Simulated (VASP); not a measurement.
Input of a VASP 6.6.1 run:

INCAR

```
SYSTEM = Ru
  ALGO = Fast
  EDIFF = 1E-7
  ENCUT = 520
  GGA = PE
  ISIF = 2
  ISMEAR = 0
  LASPH = .TRUE.
  LCHARG = .TRUE.
  LELF = .TRUE.
  LREAL = .FALSE.
  LVHAR = .TRUE.
  LWAVE = .FALSE.
  NBANDS = 13
  NELM = 60
  PREC = Accurate
  SIGMA = 0.15
```

Contents of KPOINTS:

```
k-points
0
G
  22 22 22
  0 0 0
```

POSCAR

```
Ru
1.0
    0.0000000000      1.8706000534      1.8706000534
    1.8706000534      0.0000000000      1.8706000534
    1.8706000534      1.8706000534      0.0000000000
Ru
1
Direct
    0.0000000000      0.0000000000      0.0000000000
```

Potentials or basis: VASP PAW PBE potentials, release 64 (Ru_pv).

The run is started by

```sh
$ cat potpaw_PBE.64/Ru_pv/POTCAR > POTCAR
$ mpirun -np 1 vasp_std > vasp.out
```

Task: Estimate the band gap on the k mesh.

Result: Zero (band 7 reaches 15.83 eV, above the bottom of band 8 at 12.05 eV).

Task: Predict the pressure.

Result: 19.3 GPa.
